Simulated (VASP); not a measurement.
Input of a VASP 6.6.1 run:

File POSCAR:

```
AgRh
1.0
    2.7775881998      0.0000000000      0.0000000000
   -1.3887940999      2.4054619423      0.0000000000
    0.0000000000      0.0000000000      4.8086020000
Ag Rh
1 1
Direct
    0.0000000000      0.0000000000      0.5000000000
    0.6666666667      0.3333333333      0.0000000000
```

INCAR.step1

```
ALGO = Normal
EDIFF = 1E-5
ENCUT = 520
GGA = PE
ISIF = 2
ISMEAR = 1
LASPH = True
LREAL = False
LWAVE = True
NBANDS = 20
NELM = 100
PREC = Accurate
SIGMA = 0.05
```

The input INCAR.step2:

```
ALGO = Normal
EDIFF = 1E-7
ENCUT = 520
GGA = PE
HFSCREEN = 0.2079
ISIF = 2
ISMEAR = 1
ISTART = 1
LASPH = True
LCHARG = True
LELF = True
LHFCALC = True
LREAL = False
LVHAR = True
LWAVE = False
NBANDS = 20
NELM = 100
PREC = Accurate
PRECFOCK = Normal
SIGMA = 0.05
```

Contents of KPOINTS:

```
k-points
0
Gamma
  6 6 3
```

Potentials or basis: VASP PAW PBE potentials, release 64 (Ag, Rh_pv).

The run is started by

```console
$ cat potpaw_PBE.64/Ag/POTCAR potpaw_PBE.64/Rh_pv/POTCAR > POTCAR
$ cp INCAR.step1 INCAR
$ mpirun -np 1 vasp_std > vasp.out
$ cp INCAR.step2 INCAR
$ mpirun -np 1 vasp_std > vasp.out
```

Q: Predict the band gap on the k mesh.

A: Zero (bands 13 and 14 overlap by 1.62 eV).

Q: Estimate the pressure.

A: -6.5 GPa.

Stress tensor (GPa, compression positive):
```
-7.52  0.00  0.00
 0.00 -7.52  0.00
 0.00  0.00 -4.43
```

Caveat: the k points lie up to 0.44 Å⁻¹ apart, too coarse for converged energies and pressures of a metal; the PAW data sets were made with another functional, which shifts forces and pressure a little.
